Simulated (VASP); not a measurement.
Runs of VASP 6.6.1 on AlN. The structure is that of space group Cm (No. 8), or close to it. The cells are those of the table. 

```csv
cell,gap on the mesh (eV),pressure (GPa),largest force (eV/Å)
"a = 3.090, b = 3.090, c = 15.144 Å, angles 88.5, 88.5, 60.0°, 12 atoms",3.67,-0.6,1.03
"a = 3.090, b = 3.090, c = 15.661 Å, angles 77.2, 77.2, 60.0°, 12 atoms",3.86,-2.5,1.04
"a = 3.090, b = 3.090, c = 15.781 Å, angles 75.8, 75.8, 60.0°, 12 atoms",3.69,-1.6,(d)
"a = 3.090, b = 3.090, c = 15.196 Å, angles 85.6, 85.6, 60.0°, 12 atoms",3.13,-0.5,1.63
"a = 3.090, b = 3.090, c = 15.456 Å, angles 79.9, 79.9, 60.0°, 12 atoms",3.85,-2.5,0.73
"a = 3.090, b = 3.090, c = 15.301 Å, angles 82.7, 82.7, 60.0°, 12 atoms",3.22,-0.7,(a)
"a = 3.090, b = 3.090, c = 15.372 Å, angles 81.3, 81.3, 60.0°, 12 atoms",3.60,-1.7,0.94
"a = 3.090, b = 3.090, c = 15.913 Å, angles 74.5, 74.5, 60.0°, 12 atoms",(c),-0.7,(b)
```

Alike in all rows: task single point; level r2SCAN; potentials or basis VASP PAW PBE potentials, release 64 (Al, N); no spin polarisation; k mesh 8 × 8 × 2; cutoff (eV) 520; smearing gaussian 0.05 eV.

Problem. Estimate the missing entries.

Solution. (a) 1.61; (b) 0.83; (c) 3.76; (d) 1.34.

Caveats: the PAW data sets were made with another functional, which shifts forces and pressure a little.

A k mesh can miss the band edges.
